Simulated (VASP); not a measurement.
# Ta (Im-3m) in VASP: notebook

Ta is run at these levels: r2SCAN; tasks: single point, relaxation of cell and atoms.

Program: VASP 6.6.1. These are calculated values, not measurements. Logs are shortened: lines on timing, memory, paths and dates and some standing lists are left out, and cuts for length are marked.

## (1) The cell of the first run

The structure is cubic, space group Im-3m (No. 229). Conventional cell: a = 3.306 Å, b = 3.306 Å, c = 3.306 Å, α = 90.00°, β = 90.00°, γ = 90.00°. Within 3.8 Å of Ta (site symmetry m-3m) lie 14 Ta at 2.86 to 3.31 Å.

## (2) Single point, r2SCAN

Contents of POSCAR:

```
Ta
1.0
   -1.6529147816      1.6529147816      1.6529147816
    1.6529147816     -1.6529147816      1.6529147816
    1.6529147816      1.6529147816     -1.6529147816
Ta
1
Direct
    0.0000000000      0.0000000000      0.0000000000
```

Contents of INCAR.step1:

```
SYSTEM = Ta
ALGO = Normal
EDIFF = 1E-5
ENCUT = 550
GGA = PE
GGA_COMPAT = .False.
ISMEAR = -1
LASPH = .True.
LCHARG = .False.
LREAL = .False.
LWAVE = .True.
NBANDS = 12
NELM = 120
PREC = Accurate
SIGMA = 0.1
```

Contents of INCAR.step2:

```
SYSTEM = Ta
ALGO = Normal
EDIFF = 1E-6
ENCUT = 550
GGA_COMPAT = .False.
ISIF = 2
ISMEAR = -1
ISTART = 1
LASPH = .True.
LCHARG = .False.
LMIXTAU = .True.
LREAL = .False.
LWAVE = .False.
METAGGA = R2SCAN
NBANDS = 12
NELM = 120
PREC = Accurate
SIGMA = 0.1
```

Contents of KPOINTS:

```
k-points
0
Gamma
  18 18 18
  0 0 0
```

Potentials or basis: VASP PAW PBE potentials, release 64 (Ta_pv).

On the command line:

```bash
cat potpaw_PBE.64/Ta_pv/POTCAR > POTCAR
cp INCAR.step1 INCAR
mpirun -np 1 vasp_std > vasp.out
cp INCAR.step2 INCAR
mpirun -np 1 vasp_std > vasp.out
```

OUTCAR:

```text
SYSTEM = Ta
   EDIFF = 1E-6
   ENCUT = 550
   ISIF = 2
   ISMEAR = -1
   ISTART = 1
   LASPH = .True.
   LREAL = .False.
   METAGGA = R2SCAN
   NELM = 120
   PREC = Accurate

 ion  position               nearest neighbor table
   1  0.000  0.000  0.000-

  LATTYP: Found a body centered cubic cell.
 ALAT       =     3.3058295632

  Lattice vectors:

 A1 = (  -1.6529147816,   1.6529147816,   1.6529147816)
 A2 = (   1.6529147816,  -1.6529147816,   1.6529147816)
 A3 = (   1.6529147816,   1.6529147816,  -1.6529147816)

Analysis of symmetry for initial positions (statically):
=====================================================================
 Subroutine PRICEL returns:
 Original cell was already a primitive cell.

 Routine SETGRP: Setting up the symmetry group for a
 body centered cubic supercell.

 Subroutine GETGRP returns: Found 48 space group operations
 (whereof 48 operations were pure point group operations)
 out of a pool of 48 trial point group operations.

The static configuration has the point symmetry O_h .

Analysis of symmetry for dynamics (positions and initial velocities):
=====================================================================
 Subroutine PRICEL returns:
 Original cell was already a primitive cell.

 Routine SETGRP: Setting up the symmetry group for a
 body centered cubic supercell.

 Subroutine GETGRP returns: Found 48 space group operations
 (whereof 48 operations were pure point group operations)
 out of a pool of 48 trial point group operations.

The dynamic configuration has the point symmetry O_h .

 Subroutine INISYM returns: Found 48 space group operations
 (whereof 48 operations are pure point group operations),
 and found     1 'primitive' translations

----------------------------------------------------------------------------------------

                                     Primitive cell

  volume of cell :      18.0639

  direct lattice vectors                    reciprocal lattice vectors
    -1.652914782  1.652914782  1.652914782     0.000000000  0.302495934  0.302495934
     1.652914782 -1.652914782  1.652914782     0.302495934  0.000000000  0.302495934
     1.652914782  1.652914782 -1.652914782     0.302495934  0.302495934  0.000000000

  length of vectors
     2.862932382  2.862932382  2.862932382     0.427793852  0.427793852  0.427793852

  position of ions in fractional coordinates (direct lattice)
     0.000000000  0.000000000  0.000000000

  ion indices of the primitive-cell ions
   primitive index   ion index
                 1           1

----------------------------------------------------------------------------------------

 KPOINTS: k-points

Automatic generation of k-mesh.
 Grid dimensions read from file:
 generate k-points for:   18   18   18

 Generating k-lattice:

  Cartesian coordinates                     Fractional coordinates (reciprocal lattice)
     0.000000000  0.016805330  0.016805330     0.055555556  0.000000000  0.000000000
     0.016805330  0.000000000  0.016805330     0.000000000  0.055555556  0.000000000
     0.016805330  0.016805330  0.000000000     0.000000000  0.000000000  0.055555556

  Length of vectors
     0.023766325  0.023766325  0.023766325

  Shift w.r.t. Gamma in fractional coordinates (k-lattice)
     0.000000000  0.000000000  0.000000000

 Subroutine IBZKPT returns following result:
 ===========================================

 Found    195 irreducible k-points:

 Following reciprocal coordinates:
            Coordinates               Weight
  0.000000  0.000000  0.000000      1.000000
  0.055556  0.000000  0.000000     12.000000
  0.111111  0.000000  0.000000     12.000000
  0.166667  0.000000  0.000000     12.000000
  0.222222  0.000000  0.000000     12.000000
  0.277778  0.000000  0.000000     12.000000
[... 16 lines left out ...]
  0.333333  0.111111  0.000000     48.000000
  0.388889  0.111111  0.000000     48.000000
 [... further k-points ...]
   k-points           NKPTS =    195   k-points in BZ     NKDIM =    195   number of bands    NBANDS=     12
   number of dos      NEDOS =    301   number of ions     NIONS =      1
   total plane-waves  NPLWV =  13824
   dimension x,y,z NGX =    24 NGY =   24 NGZ =   24
   dimension x,y,z NGXF=    48 NGYF=   48 NGZF=   48
   ions per type =               1
   NGX,Y,Z   is equivalent  to a cutoff of  13.94, 13.94, 13.94 a.u.
   NGXF,Y,Z  is equivalent  to a cutoff of  27.87, 27.87, 27.87 a.u.
 SYSTEM =  Ta
   PREC   = accura    normal or accurate (medium, high low for compatibility)
   ISTART =      1    job   : 0-new  1-cont  2-samecut
   ICHARG =      0    charge: 1-file 2-atom 10-const
   ISPIN  =      1    spin polarized calculation?
   LNONCOLLINEAR =      F non collinear calculations
   LSORBIT =      F    spin-orbit coupling
   LASPH  =      T    aspherical Exc in radial PAW
   ENCUT  =  550.0 eV  40.42 Ry    6.36 a.u.   5.47  5.47  5.47*2*pi/ulx,y,z
   NELM   =    120;   NELMIN=  2; NELMDL=  0     # of ELM steps
   EDIFF  = 0.1E-05   stopping-criterion for ELM
   LREAL  =      F    real-space projection
   EDIFFG = 0.1E-04   stopping-criterion for IOM
   NSW    =      0    number of steps for IOM
   IBRION =     -1    ionic relax: 0-MD 1-quasi-New 2-CG
   NFREE  =      0    steps in history (QN), initial steepest desc. (CG)
   ISIF   =      2    stress and relaxation
   ISYM   =      2    0-nonsym 1-usesym 2-fastsym
   POTIM  = 0.5000    time-step for ionic-motion
   TEBEG  =    0.0;   TEEND  =   0.0 temperature during run
   PSTRESS=    0.0 pullay stress
   NELECT =      11.0000    total number of electrons
   NUPDOWN=      -1.0000    fix difference up-down
   EMIN   =  10.00;   EMAX   =-10.00  energy-range for DOS
   EFERMI =   0.00;   METHOD = LEGACY
   ISMEAR =    -1;   SIGMA  =   0.10  broadening in eV -4-tet -1-fermi 0-gaus
   EFERMI_NEDOS =   21; number of points for ismear=-14 and -15
   IALGO  =     38    algorithm
   IMIX   =      4    mixing-type and parameters
     AMIX     =   0.40;   BMIX     =  1.00
     AMIX_MAG =   1.60;   BMIX_MAG =  1.00
  volume/ion in A,a.u.               =      18.06       121.90
  Fermi-wavevector in a.u.,A,eV,Ry     =   1.387614  2.622210 26.197636  1.925472
  Thomas-Fermi vector in A             =   2.511818
   LORBIT       =      0    0 simple, 1 ext, 2 COOP (PROOUT), +10 PAW based schemes
   METAGGA = R2SCAN    functional components
   LHFCALC =     F    Hartree Fock is set to
   AEXX    =    0.0000 exact exchange contribution
   IVDW    =     0    specifies the selected vdW correction
   LEPSILON=     F    determine dielectric tensor
   LRPA    =     F    only Hartree local field effects (RPA)
 non-spin polarized calculation
  energy-cutoff  :      550.00
  volume of cell :       18.06
 maximum number of plane-waves:       543
 NGX is ok and might be reduce to    24
   NGX = 11   NGY = 11   NGZ = 11

 number of electron      11.0000002 magnetization

 Free energy of the ion-electron system (eV)
  ---------------------------------------------------
  ext. energy  EPLUGINS =         0.00000000
  ---------------------------------------------------
  free energy    TOTEN  =       -48.60022584 eV

  energy without entropy =      -48.55901446  energy(sigma->0) =      -48.57962015

 E-fermi :   5.3113     XC(G=0): -13.7543

 val. band max:        5.2954146214   @ k =   0.3333   0.1111   0.0000
 cond. band min:       5.3346778998   @ k =   0.1111   0.1111   0.0000
 fundamental gap:      0.0392632784
 Fermi energy:         5.3113133869

 k-point     1 :       0.0000    0.0000    0.0000
  band No.  band energies     occupation
      1     -28.9310      2.00000
      2     -28.9310      2.00000
      3     -28.9310      2.00000
      4      -3.0169      2.00000
      5       6.1435      0.00049
      6       6.1435      0.00049
      7       6.1435      0.00049
      8       9.6229      0.00000
      9       9.6229      0.00000
     10      17.4018      0.00000
     11      21.0646      0.00000
     12      21.0646      0.00000

 k-point     2 :       0.0556    0.0000    0.0000
  band No.  band energies     occupation
      1     -28.9713      2.00000
      2     -28.9432      2.00000
      3     -28.9312      2.00000
      4      -2.8728      2.00000
      5       6.0478      0.00126
      6       6.1147      0.00065
      7       6.2830      0.00012
      8       9.4650      0.00000
      9       9.6218      0.00000
     10      17.4018      0.00000
     11      21.1944      0.00000
     12      21.3182      0.00000

 k-point     3 :       0.1111    0.0000    0.0000
  band No.  band energies     occupation
      1     -29.0860      2.00000
      2     -28.9783      2.00000
      3     -28.9319      2.00000
      4      -2.4553      2.00000
      5       5.7845      0.01746
      6       5.9957      0.00213
      7       6.6974      0.00000
      8       9.1337      0.00000
      9       9.6270      0.00000
     10      17.4017      0.00000
     11      21.5175      0.00000
     12      22.0528      0.00000
[... 286 lines left out ...]
 k-point    23 :       0.3333    0.1111    0.0000
  band No.  band energies     occupation
      1     -29.9958      2.00000
      2     -29.3153      2.00000
      3     -28.9910      2.00000
      4       1.0716      2.00000
      5       4.0001      2.00000
      6       5.2954      1.07933
      7       9.2489      0.00000
      8      10.5004      0.00000
      9      12.4548      0.00000
     10      17.3948      0.00000
     11      18.4008      0.00000
     12      19.6992      0.00000

 k-point    24 :       0.3889    0.1111    0.0000
  band No.  band energies     occupation
      1     -30.0790      2.00000
      2     -29.3563      2.00000
      3     -28.9925      2.00000
      4       1.1581      2.00000
      5       3.8592      2.00000
      6       5.8575      0.00846
      7       9.3355      0.00000
      8      10.6785      0.00000
      9      13.4695      0.00000
     10      17.3140      0.00000
     11      17.5020      0.00000
     12      18.9142      0.00000

 [... further k-points ...]

------------------------ aborting loop because EDIFF is reached ----------------------------------------

  FORCE on cell =-STRESS in cart. coord.  units (eV):
  Direction    XX          YY          ZZ          XY          YZ          ZX
  --------------------------------------------------------------------------------------
  -------------------------------------------------------------------------------------
  Total        0.0697260      0.0697260      0.0697260      0.0000000      0.0000000      0.0000000
  in kB        6.1843461      6.1843461      6.1843461      0.0000000      0.0000000      0.0000000
  external PRESSURE =       6.1843461 kB  Pullay stress =       0.0000000 kB

 VOLUME and BASIS-vectors are now :
 -----------------------------------------------------------------------------
  energy-cutoff  :      550.00
  volume of cell :       18.06
      direct lattice vectors                 reciprocal lattice vectors
    -1.652914782  1.652914782  1.652914782     0.000000000  0.302495934  0.302495934
     1.652914782 -1.652914782  1.652914782     0.302495934  0.000000000  0.302495934
     1.652914782  1.652914782 -1.652914782     0.302495934  0.302495934  0.000000000

 POSITION                                       TOTAL-FORCE (eV/Angst)
 -----------------------------------------------------------------------------------
      0.00000      0.00000      0.00000        -0.000000      0.000000     -0.000000
 -----------------------------------------------------------------------------------
    total drift:                                0.000000      0.000000      0.000000

  FREE ENERGIE OF THE ION-ELECTRON SYSTEM (eV)
  ---------------------------------------------------
  free  energy   TOTEN  =       -48.6002258375 eV

  energy  without entropy=      -48.5590144606  energy(sigma->0) =      -48.57962015
```

Wall time 2.2 min (1 thread of Intel Xeon Platinum 8259CL at 2.50GHz (Skylake/Cascade Lake), shared host); peak memory 0.18 GiB.

What came out:

```
Free energy            : -48.6002 eV
Pressure               : 0.6 GPa
Band gap on the k mesh : zero (an odd number of electrons rules out a gap without spin polarisation)
```

Caveat: the PAW data sets were made with another functional, which shifts forces and pressure a little; spin-orbit coupling is left out, which moves the levels of the heavy elements.

## (3) Relaxation of cell and atoms, r2SCAN

Contents of POSCAR:

```
Ta
1.0
   -1.6533449134      1.6533449134      1.6533449134
    1.6533449134     -1.6533449134      1.6533449134
    1.6533449134      1.6533449134     -1.6533449134
Ta
1
Direct
    0.0000000000      0.0000000000      0.0000000000
```

Contents of INCAR.step1:

```
PREC     = Accurate       # precision mode
ENCUT    = 550            # plane-wave cutoff, eV
ISMEAR   = -1             # smearing method
SIGMA    = 0.1            # smearing width, eV
LREAL    = F              # projectors in reciprocal space
LASPH    = T              # aspherical terms in the spheres
NELM     = 120            # most SCF steps
GGA      = PE             # functional
ALGO     = Normal         # electronic algorithm
EDIFF    = 1E-5           # SCF threshold, eV
LWAVE    = T              # write WAVECAR
LCHARG   = F              # write CHGCAR
GGA_COMPAT= F            
IBRION   = 2              # ionic algorithm
ISIF     = 3              # what is computed and relaxed
EDIFFG   = -0.005         # ionic threshold
NELMIN   = 4            
NSW      = 100            # ionic steps
```

Contents of INCAR.step2:

```
PREC     = Accurate       # precision mode
ENCUT    = 550            # plane-wave cutoff, eV
EDIFF    = 1E-7           # SCF threshold, eV
ISMEAR   = -1             # smearing method
SIGMA    = 0.1            # smearing width, eV
LREAL    = F              # projectors in reciprocal space
LASPH    = T              # aspherical terms in the spheres
NELM     = 120            # most SCF steps
ALGO     = Normal         # electronic algorithm
ISIF     = 3              # what is computed and relaxed
LWAVE    = F              # write WAVECAR
LCHARG   = F              # write CHGCAR
METAGGA  = R2SCAN         # meta-GGA
LMIXTAU  = T            
IBRION   = 2              # ionic algorithm
NSW      = 60             # ionic steps
EDIFFG   = -0.005         # ionic threshold
ISTART   = 1            
GGA_COMPAT= F            
NELMIN   = 4
```

Contents of KPOINTS:

```
regular mesh
0
Gamma
  18 18 18
```

Potentials or basis: VASP PAW PBE potentials, release 64 (Ta_pv).

On the command line:

```bash
cat potpaw_PBE.64/Ta_pv/POTCAR > POTCAR
cp INCAR.step1 INCAR
mpirun -np 1 vasp_std > vasp.out
cp INCAR.step2 INCAR
mpirun -np 1 vasp_std > vasp.out
```

Wall time 4.9 min (1 thread of Intel Xeon Platinum 8259CL at 2.50GHz (Skylake/Cascade Lake), shared host); peak memory 0.18 GiB.

It converged, with:

```yaml
Free_energy: -48.6003 eV
Relaxed_volume: 18.12 Å³/atom
Relaxed_cell: a = 2.866 Å, b = 2.866 Å, c = 2.866 Å, α = 109.47°, β = 109.47°, γ = 109.47°
Space_group_after_relaxing_to_0.1_Å: Im-3m (No. 229)
Energy_gained_by_relaxing: 0.1 meV/atom
Ionic_steps: 3
Pressure_after_relaxing: 0.0 GPa
Band_gap_on_the_k_mesh: zero (an odd number of electrons rules out a gap without spin polarisation)
```

Final structure:
```
CELL_PARAMETERS angstrom
-1.65458 1.65458 1.65458
1.65458 -1.65458 1.65458
1.65458 1.65458 -1.65458
ATOMIC_POSITIONS crystal
Ta 0.00000 0.00000 0.00000
```

Levels at points of the mesh, in eV from the Fermi level:
| k point | band 3 | band 4 | band 5 | band 6 | band 7 | band 8 | band 9 |
| --- | --- | --- | --- | --- | --- | --- | --- |
| (0.00, 0.00, 0.00) | -34.26 | -8.32 | 0.83 | 0.83 | 0.83 | 4.30 | 4.30 |
| (0.50, 0.00, 0.00) | -34.26 | -4.54 | -1.56 | 1.43 | 4.17 | 5.23 | 8.02 |
| (0.50, 0.50, 0.50) | -35.09 | -3.92 | -3.92 | 7.06 | 7.06 | 7.06 | 8.95 |

Caveat: the PAW data sets were made with another functional, which shifts forces and pressure a little; spin-orbit coupling is left out, which moves the levels of the heavy elements.
